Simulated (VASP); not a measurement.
# ZnRe (P-6m2) in VASP: single point with LDA

Aim: the single point of ZnRe with LDA.

All numbers are computed with VASP 6.6.1; they aren't measurements. Logs are shortened: lines on timing, memory, paths and dates and some standing lists are left out, and cuts for length are marked.

### 1 The cell of the first run

The structure is hexagonal, space group P-6m2 (No. 187). The conventional cell has a = 2.748 Å, b = 2.748 Å, c = 4.494 Å, α = 90.00°, β = 90.00°, γ = 120.00°. Within 3.6 Å of Zn (site symmetry -6m2) lie 6 Zn at 2.75 Å and 6 Re at 2.75 Å. Within 3.6 Å of Re (site symmetry -6m2) lie 6 Re at 2.75 Å and 6 Zn at 2.75 Å.

### 2 Single point, LDA

Contents of INCAR:

```
PREC = Accurate
ENCUT = 520
EDIFF = 1E-6
ISMEAR = 1
SIGMA = 0.1
LREAL = False
LASPH = True
NELM = 80
ALGO = Normal
ISIF = 2
LWAVE = False
LCHARG = True
GGA = CA
LELF = True
LVHAR = True
NBANDS = 16
```

Contents of KPOINTS:

```
Automatic mesh
0
Gamma
  10 10 5
```

Contents of POSCAR:

```
ZnRe
1.0
    2.7482180000      0.0000000000      0.0000000000
   -1.3741090000      2.3800270000      0.0000000000
    0.0000000000      0.0000000000      4.4940660000
Zn Re
1 1
Direct
    0.0000000000      0.0000000000      0.0000000000
    0.3333333333      0.6666666667      0.5000000000
```

Potentials or basis: VASP PAW LDA potentials, release 64 (Zn, Re).

On the command line:

```console
$ cat potpaw_LDA.64/Zn/POTCAR potpaw_LDA.64/Re/POTCAR > POTCAR
$ mpirun -np 1 vasp_std > vasp.out
```

OUTCAR:

```text
PREC = Accurate
   ENCUT = 520
   EDIFF = 1E-6
   ISMEAR = 1
   LREAL = False
   LASPH = True
   NELM = 80
   ISIF = 2
   GGA = CA

 ion  position               nearest neighbor table
   1  0.000  0.000  0.000-   2 2.75   2 2.75   2 2.75   2 2.75   2 2.75   2 2.75
   2  0.333  0.667  0.500-   1 2.75   1 2.75   1 2.75   1 2.75   1 2.75   1 2.75

  LATTYP: Found a hexagonal cell.
 ALAT       =     2.7482180000
 C/A-ratio  =     1.6352654702

  Lattice vectors:

 A1 = (   2.7482180000,   0.0000000000,   0.0000000000)
 A2 = (  -1.3741090000,   2.3800270000,   0.0000000000)
 A3 = (   0.0000000000,   0.0000000000,   4.4940660000)

Analysis of symmetry for initial positions (statically):
=====================================================================
 Subroutine PRICEL returns:
 Original cell was already a primitive cell.

 Routine SETGRP: Setting up the symmetry group for a
 hexagonal supercell.

 Subroutine GETGRP returns: Found 12 space group operations
 (whereof 12 operations were pure point group operations)
 out of a pool of 24 trial point group operations.

The static configuration has the point symmetry D_3h.

Analysis of symmetry for dynamics (positions and initial velocities):
=====================================================================
 Subroutine PRICEL returns:
 Original cell was already a primitive cell.

 Routine SETGRP: Setting up the symmetry group for a
 hexagonal supercell.

 Subroutine GETGRP returns: Found 12 space group operations
 (whereof 12 operations were pure point group operations)
 out of a pool of 24 trial point group operations.

The dynamic configuration has the point symmetry D_3h.

 Subroutine INISYM returns: Found 12 space group operations
 (whereof 12 operations are pure point group operations),
 and found     1 'primitive' translations

----------------------------------------------------------------------------------------

                                     Primitive cell

  volume of cell :      29.3949

  direct lattice vectors                    reciprocal lattice vectors
     2.748218000  0.000000000  0.000000000     0.363872153  0.210081650  0.000000000
    -1.374109000  2.380027000  0.000000000     0.000000000  0.420163301  0.000000000
     0.000000000  0.000000000  4.494066000     0.000000000  0.000000000  0.222515646

  length of vectors
     2.748218000  2.748218344  4.494066000     0.420163353  0.420163301  0.222515646

  position of ions in fractional coordinates (direct lattice)
     0.000000000  0.000000000  0.000000000
     0.333333333  0.666666667  0.500000000

  ion indices of the primitive-cell ions
   primitive index   ion index
                 1           1
                 2           2

----------------------------------------------------------------------------------------

 KPOINTS: Automatic mesh

Automatic generation of k-mesh.
 Grid dimensions read from file:
 generate k-points for:   10   10    5

 Generating k-lattice:

  Cartesian coordinates                     Fractional coordinates (reciprocal lattice)
     0.036387215  0.021008165  0.000000000     0.100000000 -0.000000000  0.000000000
     0.000000000  0.042016330  0.000000000     0.000000000  0.100000000  0.000000000
     0.000000000  0.000000000  0.044503129     0.000000000  0.000000000  0.200000000

  Length of vectors
     0.042016335  0.042016330  0.044503129

  Shift w.r.t. Gamma in fractional coordinates (k-lattice)
     0.000000000  0.000000000  0.000000000

 Subroutine IBZKPT returns following result:
 ===========================================

 Found     42 irreducible k-points:

 Following reciprocal coordinates:
            Coordinates               Weight
  0.000000  0.000000  0.000000      1.000000
  0.100000 -0.000000  0.000000      6.000000
  0.200000 -0.000000  0.000000      6.000000
  0.300000  0.000000  0.000000      6.000000
  0.400000  0.000000  0.000000      6.000000
  0.500000  0.000000  0.000000      3.000000
[... 16 lines left out ...]
  0.300000  0.100000  0.200000     24.000000
  0.400000  0.100000  0.200000     24.000000
 [... further k-points ...]
   k-points           NKPTS =     42   k-points in BZ     NKDIM =     42   number of bands    NBANDS=     16
   number of dos      NEDOS =    301   number of ions     NIONS =      2
   total plane-waves  NPLWV =  14400
   dimension x,y,z NGX =    20 NGY =   20 NGZ =   36
   dimension x,y,z NGXF=    40 NGYF=   40 NGZF=   72
   ions per type =               1   1
   NGX,Y,Z   is equivalent  to a cutoff of  12.10, 12.10, 13.32 a.u.
   NGXF,Y,Z  is equivalent  to a cutoff of  24.20, 24.20, 26.63 a.u.
 SYSTEM =  unknown system
   PREC   = accura    normal or accurate (medium, high low for compatibility)
   ISTART =      0    job   : 0-new  1-cont  2-samecut
   ICHARG =      2    charge: 1-file 2-atom 10-const
   ISPIN  =      1    spin polarized calculation?
   LNONCOLLINEAR =      F non collinear calculations
   LSORBIT =      F    spin-orbit coupling
   LASPH  =      T    aspherical Exc in radial PAW
   ENCUT  =  520.0 eV  38.22 Ry    6.18 a.u.   5.11  5.11  8.36*2*pi/ulx,y,z
   NELM   =     80;   NELMIN=  2; NELMDL= -5     # of ELM steps
   EDIFF  = 0.1E-05   stopping-criterion for ELM
   LREAL  =      F    real-space projection
   EDIFFG = 0.1E-04   stopping-criterion for IOM
   NSW    =      0    number of steps for IOM
   IBRION =     -1    ionic relax: 0-MD 1-quasi-New 2-CG
   NFREE  =      0    steps in history (QN), initial steepest desc. (CG)
   ISIF   =      2    stress and relaxation
   ISYM   =      2    0-nonsym 1-usesym 2-fastsym
   POTIM  = 0.5000    time-step for ionic-motion
   TEBEG  =    0.0;   TEEND  =   0.0 temperature during run
   PSTRESS=    0.0 pullay stress
   NELECT =      19.0000    total number of electrons
   NUPDOWN=      -1.0000    fix difference up-down
   EMIN   =  10.00;   EMAX   =-10.00  energy-range for DOS
   EFERMI =   0.00;   METHOD = LEGACY
   ISMEAR =     1;   SIGMA  =   0.10  broadening in eV -4-tet -1-fermi 0-gaus
   EFERMI_NEDOS =   21; number of points for ismear=-14 and -15
   IALGO  =     38    algorithm
   IMIX   =      4    mixing-type and parameters
     AMIX     =   0.40;   BMIX     =  1.00
     AMIX_MAG =   1.60;   BMIX_MAG =  1.00
  volume/ion in A,a.u.               =      14.70        99.18
  Fermi-wavevector in a.u.,A,eV,Ry     =   1.415474  2.674858 27.260175  2.003566
  Thomas-Fermi vector in A             =   2.536909
   LORBIT       =      0    0 simple, 1 ext, 2 COOP (PROOUT), +10 PAW based schemes
   GGA     = CA    functional components
   LHFCALC =     F    Hartree Fock is set to
   AEXX    =    0.0000 exact exchange contribution
   IVDW    =     0    specifies the selected vdW correction
   LEPSILON=     F    determine dielectric tensor
   LRPA    =     F    only Hartree local field effects (RPA)
 non-spin polarized calculation
 Methfessel and Paxton  Order N= 1 SIGMA  =   0.10
  energy-cutoff  :      520.00
  volume of cell :       29.39
 maximum number of plane-waves:       800
   NGX = 11   NGY = 11   NGZ = 17

 number of electron      19.0000012 magnetization

 Free energy of the ion-electron system (eV)
  ---------------------------------------------------
  ext. energy  EPLUGINS =         0.00000000
  ---------------------------------------------------
  free energy    TOTEN  =       -15.08499898 eV

  energy without entropy =      -15.08503324  energy(sigma->0) =      -15.08501040

 E-fermi :   5.4108     XC(G=0): -13.0152

 val. band max:        5.3942643578   @ k =   0.3000   0.0000   0.4000
 cond. band min:       5.4140341198   @ k =   0.4000   0.1000   0.2000
 fundamental gap:      0.0197697620
 Fermi energy:         5.4108476723

 k-point     1 :       0.0000    0.0000    0.0000
  band No.  band energies     occupation
      1      -4.8390      2.00000
      2      -2.5904      2.00000
      3      -1.9820      2.00000
      4      -1.9820      2.00000
      5      -1.6067      2.00000
      6      -1.6067      2.00000
[... 8 lines left out ...]
     15      22.4261      0.00000
     16      22.4261      0.00000

 k-point     2 :       0.1000   -0.0000    0.0000
  band No.  band energies     occupation
      1      -4.5164      2.00000
      2      -2.4906      2.00000
      3      -2.0163      2.00000
      4      -1.9231      2.00000
      5      -1.6783      2.00000
      6      -1.6234      2.00000
[... 8 lines left out ...]
     15      20.8612      0.00000
     16      21.1558      0.00000

 k-point     3 :       0.2000   -0.0000    0.0000
  band No.  band energies     occupation
      1      -3.6311      2.00000
      2      -2.3255      2.00000
      3      -2.0297      2.00000
      4      -1.8622      2.00000
      5      -1.7652      2.00000
      6      -1.6672      2.00000
[... 8 lines left out ...]
     15      18.7913      0.00000
     16      21.8233      0.00000

 k-point     4 :       0.3000    0.0000    0.0000
  band No.  band energies     occupation
      1      -2.6956      2.00000
      2      -2.2293      2.00000
      3      -2.0846      2.00000
      4      -1.7219      2.00000
      5      -1.6200      2.00000
      6      -1.5625      2.00000
[... 8 lines left out ...]
     15      17.0634      0.00000
     16      19.8537      0.00000

 k-point     5 :       0.4000    0.0000    0.0000
  band No.  band energies     occupation
      1      -2.6197      2.00000
      2      -2.2619      2.00000
      3      -2.0503      2.00000
      4      -1.7664      2.00000
      5      -1.3917      2.00000
      6      -0.4319      2.00000
[... 8 lines left out ...]
     15      15.7881      0.00000
     16      18.5959      0.00000

 k-point     6 :       0.5000    0.0000    0.0000
  band No.  band energies     occupation
      1      -2.6483      2.00000
      2      -2.3294      2.00000
      3      -2.0087      2.00000
      4      -1.7834      2.00000
      5      -1.3246      2.00000
      6       0.0275      2.00000
[... 8 lines left out ...]
     15      15.2372      0.00000
     16      16.8921      0.00000

 k-point     7 :       0.1000    0.1000    0.0000
  band No.  band energies     occupation
      1      -3.9073      2.00000
      2      -2.3439      2.00000
      3      -2.0809      2.00000
      4      -1.8002      2.00000
      5      -1.7928      2.00000
      6      -1.6598      2.00000
[... 8 lines left out ...]
     15      17.7837      0.00000
     16      22.6173      0.00000

 k-point     8 :       0.2000    0.1000    0.0000
  band No.  band energies     occupation
      1      -2.8915      2.00000
      2      -2.2390      2.00000
      3      -2.0481      2.00000
      4      -1.9915      2.00000
      5      -1.7226      2.00000
      6      -1.5132      2.00000
[... 8 lines left out ...]
     15      15.9887      0.00000
     16      20.7115      0.00000

 k-point     9 :       0.3000    0.1000    0.0000
  band No.  band energies     occupation
      1      -2.5086      2.00000
      2      -2.1821      2.00000
      3      -2.0675      2.00000
      4      -1.7836      2.00000
      5      -1.6766      2.00000
      6      -0.7022      2.00000
[... 8 lines left out ...]
     15      14.6817      0.00000
     16      19.2241      0.00000
[... 172 lines left out ...]
 k-point    19 :       0.4000    0.0000    0.2000
  band No.  band energies     occupation
      1      -2.6325      2.00000
      2      -2.3703      2.00000
      3      -1.9487      2.00000
      4      -1.7418      2.00000
      5      -1.3928      2.00000
      6      -0.3022      2.00000
[... 8 lines left out ...]
     15      16.4496      0.00000
     16      17.4439      0.00000

 k-point    20 :       0.5000    0.0000    0.2000
  band No.  band energies     occupation
      1      -2.6642      2.00000
      2      -2.4247      2.00000
      3      -1.9295      2.00000
      4      -1.7561      2.00000
      5      -1.3250      2.00000
      6       0.0266      2.00000
[... 8 lines left out ...]
     15      15.9445      0.00000
     16      17.5204      0.00000

 k-point    21 :       0.1000    0.1000    0.2000
  band No.  band energies     occupation
      1      -3.5745      2.00000
      2      -2.3111      2.00000
      3      -2.0837      2.00000
      4      -1.8109      2.00000
      5      -1.7870      2.00000
      6      -1.6500      2.00000
[... 8 lines left out ...]
     15      18.0613      0.00000
     16      22.0927      0.00000

 k-point    22 :       0.2000    0.1000    0.2000
  band No.  band energies     occupation
      1      -2.7083      2.00000
      2      -2.2242      2.00000
      3      -2.0508      2.00000
      4      -1.9387      2.00000
      5      -1.7047      2.00000
      6      -1.4663      2.00000
[... 8 lines left out ...]
     15      16.4577      0.00000
     16      20.3981      0.00000

 k-point    23 :       0.3000    0.1000    0.2000
  band No.  band energies     occupation
      1      -2.5149      2.00000
      2      -2.2745      2.00000
      3      -1.9769      2.00000
      4      -1.7739      2.00000
      5      -1.6396      2.00000
      6      -0.5362      2.00000
[... 8 lines left out ...]
     15      15.4523      0.00000
     16      18.2694      0.00000

 k-point    24 :       0.4000    0.1000    0.2000
  band No.  band energies     occupation
      1      -2.5765      2.00000
      2      -2.3636      2.00000
      3      -1.9268      2.00000
      4      -1.8038      2.00000
      5      -1.4670      2.00000
      6       0.3366      2.00000
[... 8 lines left out ...]
     15      14.3093      0.00000
     16      17.4847      0.00000

 [... further k-points ...]
[... 5 lines left out ...]
  --------------------------------------------------------------------------------------
  -------------------------------------------------------------------------------------
  Total       -2.4168421     -2.4168429     -2.6437445      0.0000000      0.0000000      0.0000000
  in kB     -131.7305051   -131.7305491   -144.0978669      0.0000000      0.0000000      0.0000000
  external PRESSURE =    -135.8529737 kB  Pullay stress =       0.0000000 kB

 VOLUME and BASIS-vectors are now :
 -----------------------------------------------------------------------------
  energy-cutoff  :      520.00
  volume of cell :       29.39
      direct lattice vectors                 reciprocal lattice vectors
     2.748218000  0.000000000  0.000000000     0.363872153  0.210081650  0.000000000
    -1.374109000  2.380027000  0.000000000     0.000000000  0.420163301  0.000000000
     0.000000000  0.000000000  4.494066000     0.000000000  0.000000000  0.222515646

 POSITION                                       TOTAL-FORCE (eV/Angst)
 -----------------------------------------------------------------------------------
      0.00000      0.00000      0.00000         0.000000     -0.000000      0.000000
     -0.00000      1.58668      2.24703        -0.000000      0.000000      0.000000
 -----------------------------------------------------------------------------------
    total drift:                               -0.000000      0.000003      0.000000

  FREE ENERGIE OF THE ION-ELECTRON SYSTEM (eV)
  ---------------------------------------------------
  free  energy   TOTEN  =       -15.0849989828 eV

  energy  without entropy=      -15.0850332424  energy(sigma->0) =      -15.08501040
```

Run time: 32 s. Hardware: 1 thread of Intel Xeon 6975P-C, shared host; peak memory 0.14 GiB.

What came out:

* Free energy: -15.0850 eV
* Pressure: -13.6 GPa

Levels at points of the mesh, in eV from the Fermi level:
| k point | band 6 | band 7 | band 8 | band 9 | band 10 | band 11 | band 12 | band 13 | band 14 | band 15 |
| --- | --- | --- | --- | --- | --- | --- | --- | --- | --- | --- |
| (0.00, 0.00, 0.00) | -7.02 | -5.03 | -1.49 | -1.28 | -1.28 | 1.65 | 1.65 | 4.70 | 14.76 | 17.02 |
| (0.50, 0.00, 0.00) | -5.38 | -4.00 | -3.26 | -1.65 | 0.70 | 4.15 | 4.95 | 6.40 | 6.68 | 9.83 |

Caveat: spin-orbit coupling is left out, which moves the levels of the heavy elements.
